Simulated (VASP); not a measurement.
# NbAs (Fm-3m) in VASP: a series of runs, part 2 of 2

VASP 6.6.1. The steps go on from the part before.

### Step 3. Single point, r2SCAN (volume scaled by 0.980)

File POSCAR:

```
NbAs
1.0
    0.0000000000      2.6117074975      2.6117074975
    2.6117074975      0.0000000000      2.6117074975
    2.6117074975      2.6117074975      0.0000000000
Nb As
1 1
Direct
    0.5000000000      0.5000000000      0.5000000000
    0.0000000000      0.0000000000      0.0000000000
```

File INCAR.step1:

```
PREC = Accurate ; ENCUT = 520
ISMEAR = 0 ; SIGMA = 0.05
LREAL = F ; LASPH = T
NELM = 60 ; NBANDS = 16
GGA = PE ; ALGO = Normal
EDIFF = 1E-4 ; LWAVE = T
LCHARG = F
```

File INCAR.step2:

```
PREC = Accurate ; ENCUT = 520
EDIFF = 1E-6 ; ISMEAR = 0
SIGMA = 0.05 ; LREAL = F
LASPH = T ; NELM = 60
ALGO = Normal ; ISIF = 2
LWAVE = F ; LCHARG = F
METAGGA = R2SCAN ; LMIXTAU = T
NBANDS = 16 ; ISTART = 1
```

File KPOINTS:

```
Automatic mesh
0
Gamma
  12 12 12
```

Potentials or basis: VASP PAW PBE potentials, release 64 (Nb_sv, As).

Command:

```
$ cat potpaw_PBE.64/Nb_sv/POTCAR potpaw_PBE.64/As/POTCAR > POTCAR
$ cp INCAR.step1 INCAR
$ mpirun -np 1 vasp_std > vasp.out
$ cp INCAR.step2 INCAR
$ mpirun -np 1 vasp_std > vasp.out
```

OUTCAR:

```text
PREC = Accurate
   ENCUT = 520
   EDIFF = 1E-6
   ISMEAR = 0
   LREAL = F
   LASPH = T
   NELM = 60
   ISIF = 2
   METAGGA = R2SCAN
   ISTART = 1

 ion  position               nearest neighbor table
   1  0.500  0.500  0.500-   2 2.61   2 2.61   2 2.61   2 2.61   2 2.61   2 2.61
   2  0.000  0.000  0.000-   1 2.61   1 2.61   1 2.61   1 2.61   1 2.61   1 2.61

  LATTYP: Found a face centered cubic cell.
 ALAT       =     5.2234149950

  Lattice vectors:
[... 191 lines left out ...]
      4     -22.9000      2.00000
      5      -4.2073      2.00000
      6       8.5177      2.00000
[... 433 lines left out ...]
      3     -22.9529      2.00000
      4     -22.9229      2.00000
      5      -1.9059      2.00000
      6       3.2034      2.00000
[... 8 lines left out ...]
     15      19.0416      0.00000
     16      19.6965      0.00000

 [... further k-points ...]
[... 5 lines left out ...]
  --------------------------------------------------------------------------------------
  -------------------------------------------------------------------------------------
  Total        0.7094040      0.7094040      0.7094040      0.0000000      0.0000000      0.0000000
  in kB       31.9007295     31.9007295     31.9007295      0.0000000      0.0000000      0.0000000
  external PRESSURE =      31.9007295 kB  Pullay stress =       0.0000000 kB

 VOLUME and BASIS-vectors are now :
 -----------------------------------------------------------------------------
  energy-cutoff  :      520.00
  volume of cell :       35.63
      direct lattice vectors                 reciprocal lattice vectors
     0.000000000  2.611707497  2.611707497    -0.191445635  0.191445635  0.191445635
     2.611707497  0.000000000  2.611707497     0.191445635 -0.191445635  0.191445635
     2.611707497  2.611707497  0.000000000     0.191445635  0.191445635 -0.191445635

 POSITION                                       TOTAL-FORCE (eV/Angst)
 -----------------------------------------------------------------------------------
      2.61171      2.61171      2.61171        -0.000000     -0.000000     -0.000000
      0.00000      0.00000      0.00000         0.000000      0.000000      0.000000
 -----------------------------------------------------------------------------------
    total drift:                                0.000000      0.000000      0.000000

  FREE ENERGIE OF THE ION-ELECTRON SYSTEM (eV)
  ---------------------------------------------------
  free  energy   TOTEN  =       -40.2123458769 eV

  energy  without entropy=      -40.2091667115  energy(sigma->0) =      -40.21075629
```

Wall time 88 s (1 thread of Intel Xeon 6975P-C (Granite Rapids), shared host); peak memory 0.19 GiB.

What came out:

- Free energy: -40.2123 eV
- Pressure: 3.2 GPa
- Band gap on the k mesh: zero (band 9 reaches 10.82 eV, above the bottom of band 10 at 8.74 eV)

Levels at points of the mesh, in eV from the Fermi level:
```csv
k point,band 5,band 6,band 7,band 8,band 9,band 10,band 11,band 12,band 13,band 14
"(0.00, 0.00, 0.00)",-14.30,-1.58,-1.58,-1.58,-1.01,-1.01,-0.29,-0.29,-0.29,5.79
"(0.50, 0.00, 0.00)",-11.86,-7.41,-4.79,-4.79,0.72,0.72,1.71,3.61,7.18,7.18
"(0.50, 0.50, 0.00)",-12.66,-5.31,-3.40,-2.29,-2.29,0.03,1.45,1.45,2.75,4.75
```

Caveat: the cell differs from its parent crystal (volume scaled by 0.980); the PAW data sets were made with another functional, which shifts forces and pressure a little.

### Step 4. Single point, r2SCAN

This run uses another cell than the first one, of 18.18 Å³/atom, 1.042 times its volume.

File POSCAR:

```
NbAs
1.0
    0.0000000000      2.6293547051      2.6293547051
    2.6293547051      0.0000000000      2.6293547051
    2.6293547051      2.6293547051      0.0000000000
Nb As
1 1
Direct
    0.5000000000      0.5000000000      0.5000000000
    0.0000000000      0.0000000000      0.0000000000
```

File INCAR.step1:

```
SYSTEM = NbAs
PREC = Accurate
ENCUT = 520
ISMEAR = 0
SIGMA = 0.05
LREAL = .False.
LASPH = .True.
NELM = 60
NBANDS = 16
GGA = PE
ALGO = Normal
EDIFF = 1E-4
LWAVE = .True.
LCHARG = .False.
```

File INCAR.step2:

```
SYSTEM = NbAs
PREC = Accurate
ENCUT = 520
EDIFF = 1E-7
ISMEAR = 0
SIGMA = 0.05
LREAL = .False.
LASPH = .True.
NELM = 60
ALGO = Normal
ISIF = 2
LWAVE = .False.
LCHARG = .False.
METAGGA = R2SCAN
LMIXTAU = .True.
NBANDS = 16
ISTART = 1
```

File KPOINTS:

```
regular mesh
0
Gamma
  12 12 12
  0 0 0
```

Potentials or basis: VASP PAW PBE potentials, release 64 (Nb_sv, As).

Command:

```
$ cat potpaw_PBE.64/Nb_sv/POTCAR potpaw_PBE.64/As/POTCAR > POTCAR
$ cp INCAR.step1 INCAR
$ mpirun -np 1 vasp_std > vasp.out
$ cp INCAR.step2 INCAR
$ mpirun -np 1 vasp_std > vasp.out
```

OUTCAR:

```text
SYSTEM = NbAs
   PREC = Accurate
   ENCUT = 520
   EDIFF = 1E-7
   ISMEAR = 0
   LREAL = .False.
   LASPH = .True.
   NELM = 60
   ISIF = 2
   METAGGA = R2SCAN
   ISTART = 1

 ion  position               nearest neighbor table
   1  0.500  0.500  0.500-   2 2.63   2 2.63   2 2.63   2 2.63   2 2.63   2 2.63
   2  0.000  0.000  0.000-   1 2.63   1 2.63   1 2.63   1 2.63   1 2.63   1 2.63

  LATTYP: Found a face centered cubic cell.
 ALAT       =     5.2587094102

  Lattice vectors:

 A1 = (   0.0000000000,   2.6293547051,   2.6293547051)
 A2 = (   2.6293547051,   0.0000000000,   2.6293547051)
 A3 = (   2.6293547051,   2.6293547051,   0.0000000000)

Analysis of symmetry for initial positions (statically):
=====================================================================
 Subroutine PRICEL returns:
 Original cell was already a primitive cell.

 Routine SETGRP: Setting up the symmetry group for a
 face centered cubic supercell.

 Subroutine GETGRP returns: Found 48 space group operations
 (whereof 48 operations were pure point group operations)
 out of a pool of 48 trial point group operations.

The static configuration has the point symmetry O_h .

[... 155 lines left out ...]
  ---------------------------------------------------
  free energy    TOTEN  =       -40.21948906 eV

  energy without entropy =      -40.21626299  energy(sigma->0) =      -40.21787603

 E-fermi :   9.8333     XC(G=0): -12.3195

 val. band max:        9.8292743096   @ k =   0.5000   0.1667   0.0833
 cond. band min:       9.8517861265   @ k =   0.5000   0.5000   0.0000
 fundamental gap:      0.0225118169
 Fermi energy:         9.8332985824

 k-point     1 :       0.0000    0.0000    0.0000
  band No.  band energies     occupation
      1     -47.8613      2.00000
      2     -23.1897      2.00000
      3     -23.1897      2.00000
      4     -23.1897      2.00000
      5      -4.3434      2.00000
      6       8.3061      2.00000
[... 433 lines left out ...]
      3     -23.2385      2.00000
      4     -23.2111      2.00000
      5      -2.1176      2.00000
      6       3.0519      2.00000
[... 8 lines left out ...]
     15      18.6433      0.00000
     16      19.2865      0.00000

 [... further k-points ...]
[... 5 lines left out ...]
  --------------------------------------------------------------------------------------
  -------------------------------------------------------------------------------------
  Total       -0.0104674     -0.0104674     -0.0104674      0.0000000      0.0000000      0.0000000
  in kB       -0.4612871     -0.4612871     -0.4612871      0.0000000      0.0000000      0.0000000
  external PRESSURE =      -0.4612871 kB  Pullay stress =       0.0000000 kB

 VOLUME and BASIS-vectors are now :
 -----------------------------------------------------------------------------
  energy-cutoff  :      520.00
  volume of cell :       36.36
      direct lattice vectors                 reciprocal lattice vectors
     0.000000000  2.629354705  2.629354705    -0.190160726  0.190160726  0.190160726
     2.629354705  0.000000000  2.629354705     0.190160726 -0.190160726  0.190160726
     2.629354705  2.629354705  0.000000000     0.190160726  0.190160726 -0.190160726

 POSITION                                       TOTAL-FORCE (eV/Angst)
 -----------------------------------------------------------------------------------
      2.62935      2.62935      2.62935         0.000000      0.000000      0.000000
      0.00000      0.00000      0.00000         0.000000     -0.000000     -0.000000
 -----------------------------------------------------------------------------------
    total drift:                                0.000000      0.000000      0.000000

  FREE ENERGIE OF THE ION-ELECTRON SYSTEM (eV)
  ---------------------------------------------------
  free  energy   TOTEN  =       -40.2194890573 eV

  energy  without entropy=      -40.2162629950  energy(sigma->0) =      -40.21787603
```

OSZICAR.step1:

```text
N       E                     dE             d eps       ncg     rms          rms(c)
DAV:   1     0.138779087433E+03    0.13878E+03   -0.97566E+03  2304   0.110E+03
DAV:   2    -0.736588896908E+01   -0.14614E+03   -0.14061E+03  2872   0.361E+02
DAV:   3    -0.162669123529E+02   -0.89010E+01   -0.87033E+01  4320   0.670E+01
DAV:   4    -0.164263974528E+02   -0.15949E+00   -0.15938E+00  2632   0.810E+00
DAV:   5    -0.164302118599E+02   -0.38144E-02   -0.38137E-02  3640   0.129E+00    0.731E+00
DAV:   6    -0.153695834246E+02    0.10606E+01   -0.33055E+00  3688   0.151E+01    0.205E+00
DAV:   7    -0.153664032935E+02    0.31801E-02   -0.10644E-01  2736   0.294E+00    0.128E+00
DAV:   8    -0.153632691110E+02    0.31342E-02   -0.15693E-02  3384   0.920E-01    0.246E-01
DAV:   9    -0.153632721065E+02   -0.29955E-05   -0.14809E-03  2944   0.239E-01    0.106E-01
DAV:  10    -0.153633366403E+02   -0.64534E-04   -0.11851E-04  2008   0.117E-01
   1 F= -.15363337E+02 E0= -.15361594E+02  d E =-.348574E-02
```

It took 1.7 min on 1 thread of Intel Xeon 6975P-C (Granite Rapids), shared host; peak memory 0.19 GiB.

What came out:

- Free energy: -40.2195 eV
- Pressure: 0.0 GPa
- Band gap on the k mesh: zero (band 9 reaches 10.53 eV, above the bottom of band 10 at 8.52 eV)

Levels at points of the mesh, in eV from the Fermi level:
```tsv
k point	band 5	band 6	band 7	band 8	band 9	band 10	band 11	band 12	band 13	band 14
(0.00, 0.00, 0.00)	-14.18	-1.53	-1.53	-1.53	-0.98	-0.98	-0.31	-0.31	-0.31	5.57
(0.50, 0.00, 0.00)	-11.83	-7.28	-4.70	-4.70	0.70	0.70	1.64	3.59	6.98	6.98
(0.50, 0.50, 0.00)	-12.57	-5.25	-3.30	-2.28	-2.28	0.02	1.40	1.40	2.65	4.56
```

Caveat: the PAW data sets were made with another functional, which shifts forces and pressure a little.

### Step 5. The runs side by side

```tsv
cell	gap on the mesh (eV)	pressure (GPa)
a = 3.668 Å, angles 60.0°, 2 atoms	none	6.8
a = 3.694 Å, angles 60.0°, 2 atoms	none	3.2
a = 3.718 Å, angles 60.0°, 2 atoms	none	0.0
```

Alike in all rows: task single point; level r2SCAN; potentials or basis VASP PAW PBE potentials, release 64 (Nb_sv, As); no spin polarisation; k mesh 12 × 12 × 12; cutoff (eV) 520; smearing gaussian 0.05 eV.

Caveats: the PAW data sets were made with another functional, which shifts forces and pressure a little.

Absolute energies hang on the potentials; compare differences alone.
